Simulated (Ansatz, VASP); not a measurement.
## Ta in VASP and in Ansatz

```
CELL_PARAMETERS angstrom
2.74492 0.00000 0.00000
0.00000 2.74492 0.00000
0.00000 0.00000 2.74492
ATOMIC_POSITIONS crystal
Ta 0.00000 0.00000 0.00000
```

Alike in both runs: functional PBE; k mesh 14 × 14 × 14; occupations fermi-dirac, width 0.08 eV; no spin polarisation.

Ansatz relaxed the structure, and its values are those at the end. VASP's run is a single point on that final structure, the one shown.

|  | VASP | Ansatz |
| --- | --- | --- |
| version | VASP 6.6.1 | Ansatz 0.2.0 |
| potentials or method | VASP PAW PBE potentials, release 64 (Ta_pv) | PAW with Ansatz's default frozen-core files, scalar-relativistic |
| plane-wave cutoff (eV) | 520 | 420 |
| valence electrons in the cell | 11 | 13 |

```tsv
	VASP	Ansatz	Ansatz less VASP
pressure (GPa)	0.1	0.0	-0.09
```

VASP's potentials hold 11 valence electrons a cell and Ansatz's 13, so a difference there can come from the potentials and not from the codes.

Neither program's run includes spin-orbit coupling.
